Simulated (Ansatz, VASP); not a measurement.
**B2Pb in VASP and in Ansatz**

```
B Pb
1.0
    -2.06672    2.06672    2.94563
     2.06672   -2.06672    2.94563
     2.06672    2.06672   -2.94563
B Pb
2 1
Direct
  0.62581 0.62581 0.00000
  0.37419 0.37419 0.00000
  0.00000 0.00000 0.00000
```

Alike in both runs: functional PBE; k mesh 10 × 10 × 10; occupations gaussian, width 0.02 eV; no spin polarisation.

Ansatz relaxed the structure, and its values are those at the end. VASP's run is a single point on that final structure, the one shown.

```csv
,VASP,Ansatz
version,VASP 6.6.1,Ansatz 0.2.0
potentials or method,"VASP PAW PBE potentials, release 64 (B, Pb_d), cutoff 520 eV","scalar-relativistic, plane waves, PAW"
valence electrons in the cell,20,20
```

|  | VASP | Ansatz | Ansatz less VASP |
| --- | --- | --- | --- |
| gap on the k mesh at the Fermi level (eV) | 0.78 | 0.78 | -0.001 |
| least direct gap on the mesh (eV) | 1.07 | 1.07 | +0.001 |
| pressure (GPa) | -0.1 | 0.0 | +0.15 |
| rms of the force components (eV/Å) | 0.016 | 0.003 | -0.0126 |

The functional is the same, so the differences come from potentials, cutoffs and numerics.

Neither program's run includes spin-orbit coupling.
